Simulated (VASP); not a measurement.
# BAs (I-4m2) in VASP: notebook, part 2 of 2

VASP 6.6.1. Earlier steps stand in the parts before.

## (5) Single point, PBE (strain +0.0350 x Voigt [1, 0, 0, 0, 0, 0])

INCAR reads:

```
SYSTEM = BAs
PREC = Accurate
ENCUT = 520
EDIFF = 1E-6
ISMEAR = 0
SIGMA = 0.05
LREAL = .FALSE.
LASPH = .TRUE.
NELM = 100
ALGO = Normal
ISIF = 2
LWAVE = .FALSE.
LCHARG = .TRUE.
GGA = PE
LELF = .TRUE.
LVHAR = .TRUE.
NBANDS = 11
```

KPOINTS reads:

```
Automatic mesh
0
G
  10 10 10
  0 0 0
```

POSCAR reads:

```
BAs
1.0
    0.0000000000      2.3885000000      2.3885000000
    2.4720975000      0.0000000000      2.3885000000
    2.4720975000      2.3885000000      0.0000000000
B As
1 1
Direct
    0.0000000000      0.0000000000      0.0000000000
    0.7500000000      0.7500000000      0.7500000000
```

Potentials or basis: VASP PAW PBE potentials, release 64 (B, As).

Launch:

```
cat potpaw_PBE.64/B/POTCAR potpaw_PBE.64/As/POTCAR > POTCAR
mpirun -np 1 vasp_std > vasp.out
```

OUTCAR:

```text
SYSTEM = BAs
   PREC = Accurate
   ENCUT = 520
   EDIFF = 1E-6
   ISMEAR = 0
   LREAL = .FALSE.
   LASPH = .TRUE.
   NELM = 100
   ISIF = 2
   GGA = PE

 ion  position               nearest neighbor table
   1  0.000  0.000  0.000-   2 2.09   2 2.09   2 2.09   2 2.09
   2  0.750  0.750  0.750-   1 2.09   1 2.09   1 2.09   1 2.09

  LATTYP: Found a body centered tetragonal cell.
 ALAT       =     3.3778490937
 C/A-ratio  =     1.4637110371

  Lattice vectors:

 A1 = (   2.4720975000,   0.0000000000,   2.3885000000)
 A2 = (   2.4720975000,   0.0000000000,  -2.3885000000)
 A3 = (  -2.4720975000,   2.3885000000,   0.0000000000)

Analysis of symmetry for initial positions (statically):
=====================================================================
 Subroutine PRICEL returns:
 Original cell was already a primitive cell.

 Routine SETGRP: Setting up the symmetry group for a
 body centered tetragonal supercell.

 Subroutine GETGRP returns: Found  8 space group operations
 (whereof  8 operations were pure point group operations)
 out of a pool of 16 trial point group operations.

The static configuration has the point symmetry D_2d.

Analysis of symmetry for dynamics (positions and initial velocities):
[... 164 lines left out ...]
 fundamental gap:      0.9562795634
 Fermi energy:         6.1619589425

 k-point     1 :       0.0000    0.0000    0.0000
  band No.  band energies     occupation
      1      -9.3384      2.00000
      2       5.5268      2.00000
      3       5.8663      2.00000
      4       5.8663      2.00000
      5       8.9211      0.00000
      6       8.9211      0.00000
      7       9.1403      0.00000
      8       9.9911      0.00000
      9      15.1774      0.00000
     10      18.0568      0.00000
     11      19.0307      0.00000
[... 309 lines left out ...]
 k-point    24 :       0.4000    0.3000   -0.0000
  band No.  band energies     occupation
      1      -6.7362      2.00000
      2      -0.5344      2.00000
      3       1.8716      2.00000
      4       2.3032      2.00000
      5       7.3288      0.00000
      6       9.0464      0.00000
      7      14.0577      0.00000
      8      14.8742      0.00000
      9      17.5743      0.00000
     10      20.9869      0.00000
     11      21.5114      0.00000

 [... further k-points ...]
[... 5 lines left out ...]
  --------------------------------------------------------------------------------------
  -------------------------------------------------------------------------------------
  Total       -1.0699558      0.2013893      0.2013893      0.0000000      0.0000000      0.0000000
  in kB      -60.7757502     11.4393387     11.4393387      0.0000000      0.0000000      0.0000000
  external PRESSURE =     -12.6323576 kB  Pullay stress =       0.0000000 kB

 VOLUME and BASIS-vectors are now :
 -----------------------------------------------------------------------------
  energy-cutoff  :      520.00
  volume of cell :       28.21
      direct lattice vectors                 reciprocal lattice vectors
     0.000000000  2.388500000  2.388500000    -0.202257395  0.209336404  0.209336404
     2.472097500  0.000000000  2.388500000     0.202257395 -0.209336404  0.209336404
     2.472097500  2.388500000  0.000000000     0.202257395  0.209336404 -0.209336404

 POSITION                                       TOTAL-FORCE (eV/Angst)
 -----------------------------------------------------------------------------------
      0.00000      0.00000      0.00000        -0.000000      0.000000      0.000000
      3.70815      3.58275      3.58275         0.000000      0.000000      0.000000
 -----------------------------------------------------------------------------------
    total drift:                                0.000000      0.000000      0.000000

  FREE ENERGIE OF THE ION-ELECTRON SYSTEM (eV)
  ---------------------------------------------------
  free  energy   TOTEN  =       -11.3983134494 eV

  energy  without entropy=      -11.3983134494  energy(sigma->0) =      -11.39831345
```

OSZICAR:

```text
N       E                     dE             d eps       ncg     rms          rms(c)
DAV:   1     0.123421331924E+02    0.12342E+02   -0.37256E+03  2244   0.636E+02
DAV:   2    -0.112183458389E+02   -0.23560E+02   -0.22431E+02  3079   0.102E+02
DAV:   3    -0.119693656934E+02   -0.75102E+00   -0.74943E+00  2778   0.171E+01
DAV:   4    -0.119714045860E+02   -0.20389E-02   -0.20388E-02  2518   0.103E+00
DAV:   5    -0.119714075810E+02   -0.29950E-05   -0.29950E-05  2703   0.418E-02    0.469E+00
DAV:   6    -0.114554503376E+02    0.51596E+00   -0.14814E+00  2373   0.484E+00    0.229E+00
DAV:   7    -0.114041661204E+02    0.51284E-01   -0.16688E-01  2649   0.202E+00    0.957E-01
DAV:   8    -0.113978510484E+02    0.63151E-02   -0.19393E-02  2520   0.784E-01    0.949E-02
DAV:   9    -0.113981502830E+02   -0.29923E-03   -0.78257E-04  2574   0.158E-01    0.549E-02
DAV:  10    -0.113983071390E+02   -0.15686E-03   -0.19351E-04  2386   0.845E-02    0.118E-02
DAV:  11    -0.113983131482E+02   -0.60092E-05   -0.55392E-06  2795   0.157E-02    0.974E-03
DAV:  12    -0.113983134494E+02   -0.30121E-06   -0.28183E-06  2358   0.917E-03
   1 F= -.11398313E+02 E0= -.11398313E+02  d E =-.364641E-19
```

Run time: 13 s. Hardware: 1 thread of Intel Xeon 6975P-C (Granite Rapids), shared host; peak memory 0.17 GiB.

Results:

```
Free energy            : -11.3983 eV
Pressure               : -1.3 GPa
Band gap on the k mesh : 0.96 eV, indirect (least direct gap 3.05 eV)
```

Caveat: the cell differs from its parent crystal (strain +0.0350 x Voigt [1, 0, 0, 0, 0, 0]).

## (6) The runs side by side

```tsv
cell	gap on the mesh (eV)	pressure (GPa)
a = 3.378, b = 3.395, c = 3.395 Å, angles 59.7, 60.2, 60.2°, 2 atoms	1.11	2.0
a = 3.378, b = 3.412, c = 3.412 Å, angles 59.3, 60.3, 60.3°, 2 atoms	1.05	0.7
a = 3.378, b = 3.446, c = 3.446 Å, angles 58.7, 60.7, 60.7°, 2 atoms	0.93	-1.9
a = 3.378, b = 3.437, c = 3.437 Å, angles 58.9, 60.6, 60.6°, 2 atoms	0.96	-1.3
```

Alike in all rows: task single point; level PBE; potentials or basis VASP PAW PBE potentials, release 64 (B, As); no spin polarisation; k mesh 10 × 10 × 10; cutoff (eV) 520; smearing gaussian 0.05 eV.

Absolute energies hang on the potentials; compare differences alone.
